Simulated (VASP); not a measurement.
# Si23H4O48 (a cell with a defect) in VASP: a series of runs

Si23H4O48 (a cell with a defect) is run at these levels: PBE+D3(BJ); tasks: single point.

All numbers are computed with VASP 6.6.1; they aren't measurements. Logs are shortened: lines on timing, memory, paths and dates and some standing lists are left out, and cuts for length are marked.

**1. The cell of the first run**

The cell holds a defect, 75 atoms: a = 9.832 Å, b = 9.832 Å, c = 10.818 Å, α = 90.00°, β = 90.00°, γ = 120.00°.

**2. Single point, PBE+D3(BJ)**

Input file INCAR:

```
  PREC = Accurate
  ENCUT = 520
  EDIFF = 1E-6
  ISMEAR = 0
  SIGMA = 0.02
  LREAL = Auto
  LASPH = T
  NELM = 100
  ALGO = Normal
  ISIF = 2
  LWAVE = F
  LCHARG = T
  GGA = PE
  IVDW = 12
  LELF = T
  LVHAR = T
  NBANDS = 235
```

Input file KPOINTS:

```
Automatic mesh
0
Gamma
  1 1 1
```

Input file POSCAR:

```
Si23H4O48
1.0
    9.8316000000      0.0000000000      0.0000000000
   -4.9158000000      8.5144150000      0.0000000000
    0.0000000000      0.0000000000     10.8182000000
Si O H
23 48 4
Direct
    0.2668430000      0.0009767400      0.1634700000
    0.0028516000      0.2703680000      0.3357050000
    0.2306050000      0.2354080000      0.0001007300
    0.2653480000      0.9977494000      0.6636500000
    0.9932126000      0.2663560000      0.8350300000
    0.2323110000      0.2285110000      0.5017520000
    0.2682820000      0.5027390000      0.1672110000
    0.9997803800      0.7676140000      0.3331480000
    0.2338640000      0.7330290000      0.9966533000
    0.9989205000      0.7666930000      0.8327140000
    0.2344290000      0.7356140000      0.4976220000
    0.7692410000      0.0042952000      0.1672390000
    0.4984520000      0.2670890000      0.3326380000
    0.7266420000      0.2320240000      0.0002954000
    0.7657180000      0.0012322000      0.6669000000
    0.4945750000      0.2657660000      0.8320270000
    0.7327730000      0.2338080000      0.4992370000
    0.7651740000      0.5008340000      0.1672980000
    0.5011880000      0.7703670000      0.3320530000
    0.7350830000      0.7369020000      0.0012113000
    0.7631940000      0.4995590000      0.6663380000
    0.5046480000      0.7692100000      0.8316280000
    0.7327490000      0.7354920000      0.4996880000
    0.0687650000      0.2066210000      0.4462400000
    0.2961240000      0.3658270000      0.1099080000
    0.1402060000      0.4347450000      0.2786630000
    0.2024600000      0.0698960000      0.0553950000
    0.3623780000      0.2944360000      0.3913610000
    0.4306990000      0.1384180000      0.2213530000
    0.0654320000      0.2098730000      0.9457150000
    0.3038820000      0.3517710000      0.6166480000
    0.1356700000      0.4290170000      0.7780800000
    0.1997120000      0.0574320000      0.5499300000
    0.3584550000      0.2958220000      0.8879650000
    0.4284840000      0.1364520000      0.7217280000
    0.0679010000      0.7063220000      0.4438320000
    0.2991160000      0.8684090000      0.1031500000
    0.1368330000      0.9300380000      0.2735220000
    0.2040780000      0.5698520000      0.0580140000
    0.3639780000      0.7993980000      0.3865800000
    0.4342950000      0.6406840000      0.2215190000
    0.0677460000      0.7049810000      0.9423610000
    0.2993620000      0.8643310000      0.6090240000
    0.1350350000      0.9300380000      0.7738950000
    0.2058530000      0.5699500000      0.5554350000
    0.3593880000      0.7870590000      0.8833780000
    0.4574520000      0.6484340000      0.7143040000
    0.5683340000      0.2046660000      0.4411890000
    0.7907210000      0.3628830000      0.1097040000
    0.6344730000      0.4331810000      0.2768560000
    0.7032200000      0.0691220000      0.0573170000
    0.8658290000      0.2991990000      0.3913950000
    0.9337440000      0.1415760000      0.2241200000
    0.5617480000      0.2046160000      0.9436860000
    0.7914020000      0.3622690000      0.6109670000
    0.6303510000      0.4323090000      0.7751710000
    0.7053660000      0.0690910000      0.5554790000
    0.8539980000      0.2927100000      0.8882170000
    0.9307640000      0.1366270000      0.7244910000
    0.5684650000      0.7078670000      0.4422990000
    0.7990200000      0.8685060000      0.1101390000
    0.6394420000      0.9356300000      0.2772850000
    0.7054800000      0.5714430000      0.0574340000
    0.8637870000      0.7971160000      0.3899890000
    0.9305870000      0.6356190000      0.2243800000
    0.5697540000      0.7090080000      0.9453830000
    0.7944690000      0.8645580000      0.6107280000
    0.6368080000      0.9393260000      0.7782680000
    0.7041320000      0.5699330000      0.5561050000
    0.8633810000      0.7966100000      0.8896810000
    0.9285160000      0.6335080000      0.7246220000
    0.4522990000      0.5477660000      0.7253400000
    0.2297450000      0.3561110000      0.6755540000
    0.3027980000      0.5849670000      0.5956360000
    0.1180061200      0.4752812300      0.7131133200
```

Potentials or basis: VASP PAW PBE potentials, release 64 (Si, O, H).

On the command line:

```sh
$ cat potpaw_PBE.64/Si/POTCAR potpaw_PBE.64/O/POTCAR potpaw_PBE.64/H/POTCAR > POTCAR
$ mpirun -np 1 vasp_gam > vasp.out
```

OUTCAR:

```text
PREC = Accurate
   ENCUT = 520
   EDIFF = 1E-6
   ISMEAR = 0
   LREAL = Auto
   LASPH = T
   NELM = 100
   ISIF = 2
   GGA = PE
   IVDW = 12
 IVDW          = 12

 ion  position               nearest neighbor table
   1  0.267  0.001  0.163-  29 1.62  37 1.62  38 1.63  27 1.63   3 3.06  13 3.07   9 3.07   8 3.08

   2  0.003  0.270  0.336-  26 1.62  52 1.62  24 1.63  53 1.63  17 3.06   7 3.06   6 3.07  12 3.07

   3  0.231  0.235  0.000-  27 1.62  30 1.62  25 1.63  34 1.63   7 3.06  16 3.06   1 3.06   5 3.07

   4  0.265  0.998  0.664-  43 1.62  35 1.62  33 1.63  44 1.63   6 3.01  11 3.03  16 3.07  10 3.07

   5  0.993  0.266  0.835-  58 1.62  30 1.62  59 1.63  32 1.63  15 3.05  14 3.05   3 3.07
   6  0.232  0.229  0.502-  24 1.63  28 1.63  31 1.63  33 1.63   4 3.01  13 3.06   2 3.07
   7  0.268  0.503  0.167-  41 1.62  25 1.62  26 1.63  39 1.63  19 3.05   3 3.06   2 3.06   9 3.07
[... 77 lines left out ...]
  70  0.863  0.797  0.890-  10 1.62  20 1.63
  71  0.929  0.634  0.725-  21 1.62  10 1.63
  72  0.452  0.548  0.725-  47 0.97
  73  0.230  0.356  0.676-  31 0.99
  74  0.303  0.585  0.596-  45 0.99
  75  0.118  0.475  0.713-  32 0.90

  LATTYP: Found a hexagonal cell.
 ALAT       =     9.8316000000
 C/A-ratio  =     1.1003498922

  Lattice vectors:

 A1 = (   9.8316000000,   0.0000000000,   0.0000000000)
 A2 = (  -4.9158000000,   8.5144150000,   0.0000000000)
 A3 = (   0.0000000000,   0.0000000000,  10.8182000000)

Analysis of symmetry for initial positions (statically):
=====================================================================
 Subroutine PRICEL returns:
 Original cell was already a primitive cell.

 Routine SETGRP: Setting up the symmetry group for a
 hexagonal supercell.

 Subroutine GETGRP returns: Found  1 space group operations
 (whereof  1 operations were pure point group operations)
 out of a pool of 24 trial point group operations.

The static configuration has the point symmetry C_1 .

Analysis of symmetry for dynamics (positions and initial velocities):
=====================================================================
 Subroutine PRICEL returns:
 Original cell was already a primitive cell.

 Routine SETGRP: Setting up the symmetry group for a
 hexagonal supercell.

 Subroutine GETGRP returns: Found  1 space group operations
 (whereof  1 operations were pure point group operations)
 out of a pool of 24 trial point group operations.

The dynamic configuration has the point symmetry C_1 .

 Subroutine INISYM returns: Found  1 space group operations
 (whereof  1 operations are pure point group operations),
 and found     1 'primitive' translations

----------------------------------------------------------------------------------------

                                     Primitive cell

  volume of cell :     905.5950

  direct lattice vectors                    reciprocal lattice vectors
     9.831600000  0.000000000  0.000000000     0.101712844  0.058723941  0.000000000
    -4.915800000  8.514415000  0.000000000     0.000000000  0.117447881  0.000000000
     0.000000000  0.000000000 10.818200000     0.000000000  0.000000000  0.092436819

  length of vectors
     9.831600000  9.831599688 10.818200000     0.117447877  0.117447881  0.092436819

  position of ions in fractional coordinates (direct lattice)
     0.266843000  0.000976740  0.163470000
     0.002851600  0.270368000  0.335705000
     0.230605000  0.235408000  0.000100730
     0.265348000  0.997749400  0.663650000
     0.993212600  0.266356000  0.835030000
     0.232311000  0.228511000  0.501752000
[... 67 lines left out ...]
     0.302798000  0.584967000  0.595636000
     0.118006120  0.475281230  0.713113320

  ion indices of the primitive-cell ions
   primitive index   ion index
                 1           1
                 2           2
                 3           3
                 4           4
                 5           5
                 6           6
[... 67 lines left out ...]
                74          74
                75          75

----------------------------------------------------------------------------------------

 KPOINTS: Automatic mesh

Automatic generation of k-mesh.
 Grid dimensions read from file:
 generate k-points for:    1    1    1

 Generating k-lattice:

  Cartesian coordinates                     Fractional coordinates (reciprocal lattice)
     0.101712844  0.058723941  0.000000000     1.000000000  0.000000000  0.000000000
     0.000000000  0.117447881  0.000000000     0.000000000  1.000000000  0.000000000
     0.000000000  0.000000000  0.092436819     0.000000000  0.000000000  1.000000000

  Length of vectors
     0.117447877  0.117447881  0.092436819

  Shift w.r.t. Gamma in fractional coordinates (k-lattice)
     0.000000000  0.000000000  0.000000000

 Subroutine IBZKPT returns following result:
 ===========================================

 Found      1 irreducible k-points:

 Following reciprocal coordinates:
            Coordinates               Weight
  0.000000  0.000000  0.000000      1.000000
   k-points           NKPTS =      1   k-points in BZ     NKDIM =      1   number of bands    NBANDS=    235
   number of dos      NEDOS =    301   number of ions     NIONS =     75
   total plane-waves  NPLWV = 512000
   dimension x,y,z NGX =    80 NGY =   80 NGZ =   80
   dimension x,y,z NGXF=   160 NGYF=  160 NGZF=  160
   ions per type =              23  48   4
   NGX,Y,Z   is equivalent  to a cutoff of  13.53, 13.53, 12.29 a.u.
   NGXF,Y,Z  is equivalent  to a cutoff of  27.05, 27.05, 24.59 a.u.
 SYSTEM =  unknown system
   PREC   = accura    normal or accurate (medium, high low for compatibility)
   ISTART =      0    job   : 0-new  1-cont  2-samecut
   ICHARG =      2    charge: 1-file 2-atom 10-const
   ISPIN  =      1    spin polarized calculation?
   LNONCOLLINEAR =      F non collinear calculations
   LSORBIT =      F    spin-orbit coupling
   LASPH  =      T    aspherical Exc in radial PAW
   ENCUT  =  520.0 eV  38.22 Ry    6.18 a.u.  18.28 18.28 20.11*2*pi/ulx,y,z
   NELM   =    100;   NELMIN=  2; NELMDL= -5     # of ELM steps
   EDIFF  = 0.1E-05   stopping-criterion for ELM
   LREAL  =      T    real-space projection
   EDIFFG = 0.1E-04   stopping-criterion for IOM
   NSW    =      0    number of steps for IOM
   IBRION =     -1    ionic relax: 0-MD 1-quasi-New 2-CG
   NFREE  =      0    steps in history (QN), initial steepest desc. (CG)
   ISIF   =      2    stress and relaxation
   ISYM   =      2    0-nonsym 1-usesym 2-fastsym
   POTIM  = 0.5000    time-step for ionic-motion
   TEBEG  =    0.0;   TEEND  =   0.0 temperature during run
   PSTRESS=    0.0 pullay stress
   NELECT =     384.0000    total number of electrons
   NUPDOWN=      -1.0000    fix difference up-down
   EMIN   =  10.00;   EMAX   =-10.00  energy-range for DOS
   EFERMI =   0.00;   METHOD = LEGACY
   ISMEAR =     0;   SIGMA  =   0.02  broadening in eV -4-tet -1-fermi 0-gaus
   EFERMI_NEDOS =   21; number of points for ismear=-14 and -15
   IALGO  =     38    algorithm
   IMIX   =      4    mixing-type and parameters
     AMIX     =   0.40;   BMIX     =  1.00
     AMIX_MAG =   1.60;   BMIX_MAG =  1.00
  volume/ion in A,a.u.               =      12.07        81.48
  Fermi-wavevector in a.u.,A,eV,Ry     =   1.229912  2.324196 20.581296  1.512683
  Thomas-Fermi vector in A             =   2.364781
   LORBIT       =      0    0 simple, 1 ext, 2 COOP (PROOUT), +10 PAW based schemes
   GGA     = PE    functional components
   LHFCALC =     F    Hartree Fock is set to
   AEXX    =    0.0000 exact exchange contribution
   IVDW    =    12    specifies the selected vdW correction
   LEPSILON=     F    determine dielectric tensor
   LRPA    =     F    only Hartree local field effects (RPA)
 non-spin polarized calculation
 Gauss-broadening in eV      SIGMA  =   0.02
  energy-cutoff  :      520.00
  volume of cell :      905.60
 maximum number of plane-waves:     12195
 NGX is ok and might be reduce to    80
   NGX = 37   NGY = 37   NGZ = 41

 number of electron     384.0000015 magnetization

 Free energy of the ion-electron system (eV)
  ---------------------------------------------------
  ext. energy  EPLUGINS =         0.00000000
  ---------------------------------------------------
  free energy    TOTEN  =      -573.33646424 eV

  energy without entropy =     -573.33646424  energy(sigma->0) =     -573.33646424

 E-fermi :   1.2982     XC(G=0):  -9.2373

 val. band max:        1.1165270772   @ k =   0.0000   0.0000   0.0000
 cond. band min:       6.8007722431   @ k =   0.0000   0.0000   0.0000
 fundamental gap:      5.6842451660
 Fermi energy:         1.2982219652

 k-point     1 :       0.0000    0.0000    0.0000
  band No.  band energies     occupation
      1     -18.3699      2.00000
      2     -18.0266      2.00000
      3     -17.9006      2.00000
      4     -17.8796      2.00000
      5     -17.8767      2.00000
      6     -17.8460      2.00000
[... 196 lines left out ...]
    203       9.8101      0.00000
    204       9.8481      0.00000
 [bands above 204 left out]

------------------------ aborting loop because EDIFF is reached ----------------------------------------

 Edisp (eV)  -10.19563

 E8    (eV) :    -3.4068

  FORCE on cell =-STRESS in cart. coord.  units (eV):
  Direction    XX          YY          ZZ          XY          YZ          ZX
  --------------------------------------------------------------------------------------
  -------------------------------------------------------------------------------------
  Total       3.37441     6.51130     5.52694    -0.46512    -2.55590     1.29577
  in kB       5.97000    11.51978     9.77826    -0.82288    -4.52190     2.29247
  external pressure =        9.09 kB  Pullay stress =        0.00 kB

 VOLUME and BASIS-vectors are now :
 -----------------------------------------------------------------------------
  energy-cutoff  :      520.00
  volume of cell :      905.60
      direct lattice vectors                 reciprocal lattice vectors
     9.831600000  0.000000000  0.000000000     0.101712844  0.058723941  0.000000000
    -4.915800000  8.514415000  0.000000000     0.000000000  0.117447881  0.000000000
     0.000000000  0.000000000 10.818200000     0.000000000  0.000000000  0.092436819

 POSITION                                       TOTAL-FORCE (eV/Angst)
 -----------------------------------------------------------------------------------
      2.61869      0.00832      1.76845         0.018707     -0.007863      0.011486
     -1.30104      2.30203      3.63172        -0.009385      0.030150      0.012938
      1.11000      2.00436      0.00109         0.008634     -0.015114      0.014704
     -2.29594      8.49525      7.17950         0.035784     -0.023790     -0.002933
      8.45552      2.26787      9.03352         0.020481     -0.124959      0.117192
      1.16067      1.94564      5.42805        -0.011771     -0.014179     -0.052158
[... 67 lines left out ...]
      0.10141      4.98065      6.44371         0.049876     -0.009467      0.028477
     -1.17620      4.04674      7.71460        -2.289209      2.347900     -3.945237
 -----------------------------------------------------------------------------------
    total drift:                               -0.019729      0.002950     -0.014072

  FREE ENERGIE OF THE ION-ELECTRON SYSTEM (eV)
  ---------------------------------------------------
  free  energy   TOTEN  =      -583.5320929813 eV

  energy  without entropy=     -583.5320929813  energy(sigma->0) =     -583.53209298
```

It took 4.7 min on 1 thread of Intel Xeon 6975P-C (Granite Rapids), shared host; peak memory 0.95 GiB.

Results:

```yaml
Free_energy: -583.5321 eV
Pressure: 0.9 GPa
Largest_force: 5.130 eV/Å
Band_gap_on_the_k_mesh: 5.68 eV
Dispersion_energy_per_atom: -0.136 eV
```

Forces on the atoms (eV/Å):
```
Si   0.019 -0.008  0.011
Si  -0.009  0.030  0.013
Si   0.009 -0.015  0.015
Si   0.036 -0.024 -0.003
Si   0.020 -0.125  0.117
Si  -0.012 -0.014 -0.052
Si   0.017  0.002  0.023
Si   0.003  0.008  0.021
Si  -0.006  0.001  0.010
Si  -0.009  0.006 -0.020
Si   0.023 -0.117  0.041
Si   0.017 -0.005  0.010
Si  -0.002  0.008  0.005
Si  -0.029 -0.023  0.029
Si  -0.012 -0.031 -0.031
Si  -0.002  0.012 -0.011
Si  -0.007 -0.001  0.000
Si   0.011  0.008  0.008
Si  -0.032  0.011  0.022
Si  -0.009 -0.013  0.004
Si   0.031  0.006 -0.008
Si  -0.036  0.024 -0.007
Si  -0.011 -0.022 -0.009
O    0.007  0.000  0.005
O   -0.004 -0.008 -0.012
O    0.008 -0.003 -0.011
O    0.005  0.006 -0.005
O   -0.011 -0.005  0.005
O   -0.005  0.008 -0.002
O   -0.027  0.024 -0.034
O    0.014  0.008  0.016
O    2.202 -2.272  3.903
O   -0.007  0.011 -0.002
O   -0.012  0.000  0.003
O   -0.007  0.010  0.004
O   -0.026  0.016 -0.020
O   -0.002 -0.006 -0.007
O    0.010  0.006 -0.013
O    0.001 -0.001 -0.012
O    0.010  0.019 -0.029
O    0.001  0.001 -0.012
O    0.001 -0.003  0.000
O   -0.011  0.030  0.011
O    0.004  0.008  0.001
O   -0.006  0.039 -0.073
O   -0.004 -0.009  0.003
O   -0.019  0.037  0.007
O   -0.007  0.005 -0.004
O    0.000 -0.012 -0.012
O    0.007  0.003 -0.003
O    0.006  0.006 -0.011
O   -0.005 -0.012  0.000
O   -0.003  0.006 -0.006
O    0.003  0.002  0.000
O   -0.008 -0.013  0.001
O    0.000 -0.003  0.006
O    0.013 -0.002  0.011
O    0.042  0.015 -0.031
O    0.020  0.069  0.023
O    0.010  0.011 -0.004
O   -0.001 -0.002 -0.006
O    0.010  0.005 -0.007
O    0.007 -0.001 -0.001
O   -0.009 -0.001  0.004
O   -0.006  0.003 -0.005
O   -0.005  0.002 -0.004
O   -0.004  0.004  0.007
O    0.012  0.015  0.005
O    0.003  0.001  0.003
O   -0.008 -0.002  0.006
O   -0.009  0.005  0.015
H    0.040 -0.088 -0.023
H    0.001  0.014  0.035
H    0.050 -0.009  0.028
H   -2.289  2.348 -3.945
```

Stress tensor (GPa, compression positive):
```
 0.60 -0.08  0.23
-0.08  1.15 -0.45
 0.23 -0.45  0.98
```

Caveat: the k points lie up to 0.74 Å⁻¹ apart.

(Part 1 of 2 ends here.)
